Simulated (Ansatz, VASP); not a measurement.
# One calculation of Pt, two programs

The input INCAR:

```
SYSTEM = Pt
ALGO = Fast
EDIFF = 1E-6
ENCUT = 520
GGA = PS
ISIF = 2
ISMEAR = 0
LASPH = .TRUE.
LCHARG = .FALSE.
LREAL = .FALSE.
LWAVE = .FALSE.
NBANDS = 17
NELM = 100
PREC = Accurate
SIGMA = 0.15
```

The input KPOINTS:

```
k-points
0
G
  18 18 10
  0 0 0
```

POSCAR

```
Pt
1.0
    2.5398123665      0.0000000000      0.0000000000
   -1.2699061833      2.1995420302      0.0000000000
    0.0000000000      0.0000000000      4.6004486400
Pt
2
Direct
    0.6666666667      0.3333333333      0.7500000000
    0.3333333333      0.6666666667      0.2500000000
```

Input for Ansatz:

```yaml
crystal:
  lattice:
    - [2.5398123665, 0.0, 0.0]
    - [-1.2699061833, 2.1995420302, 0.0]
    - [0.0, 0.0, 4.60044864]
  atoms:
    - { symbol: Pt, position: [0.6666666667, 0.3333333333, 0.75] }
    - { symbol: Pt, position: [0.3333333333, 0.6666666667, 0.25] }
basis:
  ecutwfc: 420
kpoints:
  mp_grid: { grid: [18, 18, 10] }
hamiltonian:
  xc: pbesol
scf:
  occupations: { method: gaussian, width: 0.15 }
output:
  forces: true
  stress: true
  eigenvalues: true
```

Change from the starting cell: strain -0.080 along x and y, -0.040 along z, atoms carried along.

Alike in both runs: task single point; functional PBEsol; k mesh 18 × 18 × 10; occupations gaussian, width 0.15 eV; no spin polarisation.

|  | VASP | Ansatz |
| --- | --- | --- |
| version | VASP 6.6.1 | Ansatz 0.2.0 |
| potentials or method | VASP PAW PBE potentials, release 64 (Pt), cutoff 520 eV | scalar-relativistic, plane waves, PAW |
| valence electrons in the cell | 20 | 36 |

VASP gave:

| Property | Result |
| --- | --- |
| gap on the k mesh at the Fermi level (eV) | none |
| pressure (GPa) | 74.8 |
| traceless stress, the component that is largest in VASP (GPa) | -24.58 |

Problem. Which values does Ansatz return?

Solution. gap on the k mesh at the Fermi level (eV): none; pressure (GPa): 75.0; traceless stress, the component that is largest in VASP (GPa): -24.40.

VASP's potentials were made for PBE, not for PBEsol. A gap of «none» marks a metal or a gap that the smearing closes. Both programs put the cell under a high pressure, so it lies far from rest at this level. VASP's potentials hold 20 valence electrons a cell and Ansatz's 36, so a difference there can come from the potentials and not from the codes.

Neither program's run includes spin-orbit coupling. Noted on VASP's run: the cell as given lies far from equilibrium.
